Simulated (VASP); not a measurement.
TaN, 6 atoms in the cell. Symmetry: P6/mmm, No. 191, hexagonal system. The conventional cell has a = 5.205 Å, b = 5.205 Å, c = 2.904 Å, α = 90.00°, β = 90.00°, γ = 120.00°. Ta (site symmetry 6/mmm) has 6 N at 2.60 Å and 14 Ta at 2.90 to 3.34 Å within 3.4 Å. Ta (site symmetry -6m2) has 6 N at 2.09 Å within 2.8 Å. Within 2.8 Å of N (site symmetry mmm) lie 6 Ta at 2.09 to 2.60 Å and 4 N at 2.60 Å. 

- Program: VASP 6.6.1
- Task: single point
- Functional: PBEsol
- Potentials or basis: VASP PAW PBE potentials, release 64 (Ta_pv, N)
- Cutoff: 520 eV
- k mesh: 12 × 12 × 12
- Occupations: gaussian, width 0.1 eV
- Spin: no spin polarisation
- Dipole correction: no
- Further INCAR settings: ALGO = Normal; EDIFF = 1e-06; NBANDS = 33

Potentials or basis: VASP PAW PBE potentials, release 64 (Ta_pv, N).

Command:

```console
$ cat potpaw_PBE.64/Ta_pv/POTCAR potpaw_PBE.64/N/POTCAR > POTCAR
$ mpirun -np 1 vasp_std > vasp.out
```

Hardware: 1 thread of Intel(R) Xeon(R) Platinum 8259CL CPU @ 2.50GHz (Skylake/Cascade Lake) (shared host).

Q: How long does it take, and how much memory?

A: Run time: 3.4 min on 1 thread of Intel(R) Xeon(R) Platinum 8259CL CPU @ 2.50GHz (Skylake/Cascade Lake), with other jobs on the host, peak memory 0.35 GiB. Counts: scf iterations 14, k points 133.
